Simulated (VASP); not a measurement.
A run of VASP 6.6.1 is set up as follows.

Contents of INCAR:

```
SYSTEM = BN
  PREC = Accurate
  ENCUT = 520
  EDIFF = 1E-6
  ISMEAR = -1
  SIGMA = 0.02
  LREAL = .FALSE.
  LASPH = .TRUE.
  NELM = 80
  ALGO = Normal
  ISIF = 2
  LWAVE = .FALSE.
  LCHARG = .FALSE.
  GGA = PE
  NBANDS = 11
```

The input KPOINTS:

```
Automatic mesh
0
G
  12 12 12
  0 0 0
```

Contents of POSCAR:

```
BN
1.0
    0.0000000000      1.8048245542      1.9031874924
    1.8048245542      0.0000000000      1.9031874924
    1.8048245542      1.8048245542      0.0000000000
B N
1 1
Direct
    0.0000000000      0.0000000000      0.0000000000
    0.2500000000      0.2500000000      0.2500000000
```

Potentials or basis: VASP PAW PBE potentials, release 64 (B, N).

Command:

```console
$ cat potpaw_PBE.64/B/POTCAR potpaw_PBE.64/N/POTCAR > POTCAR
$ mpirun -np 1 vasp_std > vasp.out
```

(1) Estimate the band gap on the k mesh.

(2) Predict the pressure.

Answers

(1) 3.95 eV, indirect (least direct gap 8.30 eV).

(2) -13.9 GPa.

Caveat: the cell differs from its parent crystal (uniaxial z strain +5.5%).
